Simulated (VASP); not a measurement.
Set up this calculation in VASP 6.6.1, as the native input.

* Task: single point
* Functional: PBE
* Potentials or basis: VASP PAW PBE potentials, release 64 (Al, C)
* Cutoff: 520 eV
* k mesh: 12 × 12 × 4
* Occupations: gaussian, width 0.1 eV
* Spin: no spin polarisation
* Dipole correction: no
* Further INCAR settings: ALGO = Normal; EDIFF = 1e-06; NBANDS = 28

The structure of Al3C2 lies in POSCAR:

```
Al3C2
1.0
    3.0609642948      0.0000000000      0.0000000000
   -1.5304821474      2.6508728394      0.0000000000
    0.0000000000      0.0000000000     14.4632596516
Al C
6 4
Direct
    0.3333333333      0.6666666667      0.9172604404
    0.6666666667      0.3333333333      0.4172604404
    0.3333333333      0.6666666667      0.5827395596
    0.6666666667      0.3333333333      0.0827395596
    0.3333333333      0.6666666667      0.7500000000
    0.6666666667      0.3333333333      0.2500000000
    0.3333333333      0.6666666667      0.1583990097
    0.6666666667      0.3333333333      0.6583990097
    0.3333333333      0.6666666667      0.3416009903
    0.6666666667      0.3333333333      0.8416009903
```

The cell was built from a structure type or drawn by symmetry, and may not be a known phase.

One way to write it, as run:

INCAR

```
PREC     = Accurate       # precision mode
ENCUT    = 520            # plane-wave cutoff, eV
EDIFF    = 1E-6           # SCF threshold, eV
ISMEAR   = 0              # smearing method
SIGMA    = 0.1            # smearing width, eV
LREAL    = False          # projectors in reciprocal space
LASPH    = True           # aspherical terms in the spheres
NELM     = 100            # most SCF steps
ALGO     = Normal         # electronic algorithm
ISIF     = 2              # what is computed and relaxed
LWAVE    = False          # write WAVECAR
LCHARG   = True           # write CHGCAR
GGA      = PE             # functional
LELF     = True           # ELF
LVHAR    = True         
NBANDS   = 28             # bands
```

KPOINTS

```
regular mesh
0
Gamma
  12 12 4
```

Potentials or basis: VASP PAW PBE potentials, release 64 (Al, C).

Run with:

```console
$ cat potpaw_PBE.64/Al/POTCAR potpaw_PBE.64/C/POTCAR > POTCAR
$ mpirun -np 1 vasp_std > vasp.out
```

Results of the run:

The pressure is 0.0 GPa. The largest force is 0.006 eV/Å. The band gap on the k mesh is zero (bands 17 and 18 overlap by 1.61 eV).

Wall time 76 s on 1 thread of Intel(R) Xeon(R) 6975P-C (Granite Rapids) (shared host), peak memory 0.3 GiB.
